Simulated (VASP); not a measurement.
# LaP (Fm-3m) in VASP: notebook, part 2 of 2

VASP 6.6.1.

## (4) Electric field gradients, LDA (volume scaled by 0.96)

INCAR

```
PREC     = Accurate       # precision mode
ENCUT    = 520            # plane-wave cutoff, eV
EDIFF    = 1E-8           # SCF threshold, eV
ISMEAR   = -1             # smearing method
SIGMA    = 0.03           # smearing width, eV
LREAL    = False          # projectors in reciprocal space
LASPH    = True           # aspherical terms in the spheres
NELM     = 80             # most SCF steps
ALGO     = Normal         # electronic algorithm
ISIF     = 2              # what is computed and relaxed
LWAVE    = False          # write WAVECAR
LCHARG   = False          # write CHGCAR
LEFG     = True         
NBANDS   = 15             # bands
```

KPOINTS

```
regular mesh
0
Gamma
  10 10 10
```

POSCAR

```
LaP
1.0
    0.0000000000      2.9717855496      2.9717855496
    2.9717855496      0.0000000000      2.9717855496
    2.9717855496      2.9717855496      0.0000000000
La P
1 1
Direct
    0.0000000000      0.0000000000      0.0000000000
    0.5000000000      0.5000000000      0.5000000000
```

Potentials or basis: VASP PAW LDA potentials, release 64 (La, P).

The run is started by

```bash
$ cat potpaw_LDA.64/La/POTCAR potpaw_LDA.64/P/POTCAR > POTCAR
$ mpirun -np 1 vasp_std > vasp.out
```

OUTCAR:

```text
PREC = Accurate
   ENCUT = 520
   EDIFF = 1E-8
   ISMEAR = -1
   LREAL = False
   LASPH = True
   NELM = 80
   ISIF = 2

 ion  position               nearest neighbor table
   1  0.000  0.000  0.000-   2 2.97   2 2.97   2 2.97   2 2.97   2 2.97   2 2.97
   2  0.500  0.500  0.500-   1 2.97   1 2.97   1 2.97   1 2.97   1 2.97   1 2.97

  LATTYP: Found a face centered cubic cell.
 ALAT       =     5.9435710992

  Lattice vectors:

 A1 = (   0.0000000000,   2.9717855496,   2.9717855496)
 A2 = (   2.9717855496,   0.0000000000,   2.9717855496)
 A3 = (   2.9717855496,   2.9717855496,   0.0000000000)

Analysis of symmetry for initial positions (statically):
=====================================================================
 Subroutine PRICEL returns:
 Original cell was already a primitive cell.

 Routine SETGRP: Setting up the symmetry group for a
 face centered cubic supercell.

 Subroutine GETGRP returns: Found 48 space group operations
 (whereof 48 operations were pure point group operations)
 out of a pool of 48 trial point group operations.

The static configuration has the point symmetry O_h .

Analysis of symmetry for dynamics (positions and initial velocities):
=====================================================================
 Subroutine PRICEL returns:
 Original cell was already a primitive cell.

 Routine SETGRP: Setting up the symmetry group for a
 face centered cubic supercell.

 Subroutine GETGRP returns: Found 48 space group operations
 (whereof 48 operations were pure point group operations)
 out of a pool of 48 trial point group operations.

The dynamic configuration has the point symmetry O_h .

 Subroutine INISYM returns: Found 48 space group operations
[... 166 lines left out ...]
     14       9.3373      0.00000
[... 401 lines left out ...]
      2      -8.9043      2.00000
      3      -8.5672      2.00000
      4      -8.5436      2.00000
      5      -1.8573      2.00000
      6       4.9421      2.00000
      7       6.0443      2.00000
      8       6.2996      1.99998
      9       7.1455      0.00000
     10       9.5684      0.00000
     11       9.6044      0.00000
     12       9.6558      0.00000
     13       9.6620      0.00000
     14       9.8058      0.00000
     15      10.0433      0.00000

 [... further k-points ...]
[... 5 lines left out ...]
  --------------------------------------------------------------------------------------
  -------------------------------------------------------------------------------------
  Total       -0.0735940     -0.0735940     -0.0735940      0.0000000      0.0000000      0.0000000
  in kB       -2.2463132     -2.2463132     -2.2463132      0.0000000      0.0000000      0.0000000
  external PRESSURE =      -2.2463132 kB  Pullay stress =       0.0000000 kB

 VOLUME and BASIS-vectors are now :
 -----------------------------------------------------------------------------
  energy-cutoff  :      520.00
  volume of cell :       52.49
      direct lattice vectors                 reciprocal lattice vectors
     0.000000000  2.971785550  2.971785550    -0.168249018  0.168249018  0.168249018
     2.971785550  0.000000000  2.971785550     0.168249018 -0.168249018  0.168249018
     2.971785550  2.971785550  0.000000000     0.168249018  0.168249018 -0.168249018

 POSITION                                       TOTAL-FORCE (eV/Angst)
 -----------------------------------------------------------------------------------
      0.00000      0.00000      0.00000        -0.000000     -0.000000      0.000000
      2.97179      2.97179      2.97179         0.000000      0.000000     -0.000000
 -----------------------------------------------------------------------------------
    total drift:                                0.000000     -0.000000     -0.000000

  FREE ENERGIE OF THE ION-ELECTRON SYSTEM (eV)
  ---------------------------------------------------
  free  energy   TOTEN  =       -14.7078528862 eV

  energy  without entropy=      -14.7069653677  energy(sigma->0) =      -14.70740913

 Electric field gradients (V/A^2)
---------------------------------------------------------------------
 ion       V_xx      V_yy      V_zz      V_xy      V_xz      V_yz
---------------------------------------------------------------------
   1      -0.000     0.000    -0.000     0.000     0.000     0.000
   2      -0.000    -0.000     0.000    -0.000    -0.000    -0.000
---------------------------------------------------------------------

 Electric field gradients after diagonalization (V/A^2)
 (convention: |V_zz| > |V_xx| > |V_yy|)
----------------------------------------------------------------------
 ion       V_xx      V_yy      V_zz     asymmetry (V_yy - V_xx)/ V_zz
----------------------------------------------------------------------
   1      -0.000    -0.000     0.001       0.000
   2       0.000     0.000    -0.001       0.000
----------------------------------------------------------------------

           NMR quadrupolar parameters

 Cq : quadrupolar parameter    Cq=e*Q*V_zz/h
 eta: asymmetry parameters     (V_yy - V_xx)/ V_zz
 Q  : nuclear electric quadrupole moment in mb (millibarn)
----------------------------------------------------------------------
 ion       Cq(MHz)       eta       Q (mb)
----------------------------------------------------------------------
   1       0.000       0.000       1.000
   2      -0.000       0.000       1.000
----------------------------------------------------------------------
```

Wall time 30 s (1 thread of AMD EPYC 9R45 (Zen 5), shared host); peak memory 0.16 GiB.

What came out:

```
Free energy            : -14.7079 eV
Pressure               : -0.2 GPa
Band gap on the k mesh : zero (band 8 reaches 6.77 eV, above the bottom of band 9 at 6.56 eV)
```

Caveat: without QUAD_EFG the Cq values of the log hold for a quadrupole moment of 1 mb, not for the nuclei; spin-orbit coupling is left out, which moves the levels of the heavy elements.

## (5) Summary

| task | cell | k mesh for the DOS | occupations for the DOS | gap on the mesh (eV) | pressure (GPa) |
| --- | --- | --- | --- | --- | --- |
| electric field gradients | a = 4.316 Å, angles 60.0°, 2 atoms | - | - | none | -5.7 |
| density of states | a = 4.260 Å, angles 60.0°, 2 atoms | 15 × 15 × 15 | tetrahedron | - | - |
| electric field gradients | a = 4.203 Å, angles 60.0°, 2 atoms | - | - | none | -0.2 |

Alike in all rows: level LDA; potentials or basis VASP PAW LDA potentials, release 64 (La, P); no spin polarisation; k mesh 10 × 10 × 10; cutoff (eV) 520; smearing fermi-dirac 0.03 eV.

Caveats: spin-orbit coupling is left out, which moves the levels of the heavy elements.

Absolute energies hang on the potentials; compare differences alone.
